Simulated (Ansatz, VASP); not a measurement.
Mg: VASP beside Ansatz

```
Mg
1.0
     0.00000    3.47092    3.47092
     3.47092    0.00000    3.47092
     3.47092    3.47092    0.00000
Mg
3
Direct
  0.25000 0.25000 0.25000
  0.75000 0.75000 0.75000
  0.50000 0.50000 0.50000
```

Alike in both runs: task relaxation of cell and atoms; functional PBE; k mesh 12 × 12 × 12; occupations gaussian, width 0.1 eV; no spin polarisation.

|  | VASP | Ansatz |
| --- | --- | --- |
| version | VASP 6.6.1 | Ansatz 0.2.0 |
| potentials or method | VASP PAW PBE potentials, release 64 (Mg), cutoff 600 eV | scalar-relativistic, plane waves, PAW |
| valence electrons in the cell | 6 | 30 |

|  | VASP | Ansatz | Ansatz less VASP |
| --- | --- | --- | --- |
| gap on the k mesh at the Fermi level, each at its own relaxed structure (eV) | none | none | - |
| relaxed volume (Å³/atom) | 28.10 | 28.16 | +0.061 |
| relaxed cell length with the largest relative difference (Å) | 4.922 | 4.925 | +0.0036 |

A gap of «none» marks a metal or a gap that the smearing closes. VASP's potentials hold 6 valence electrons a cell and Ansatz's 30, so a difference there can come from the potentials and not from the codes.
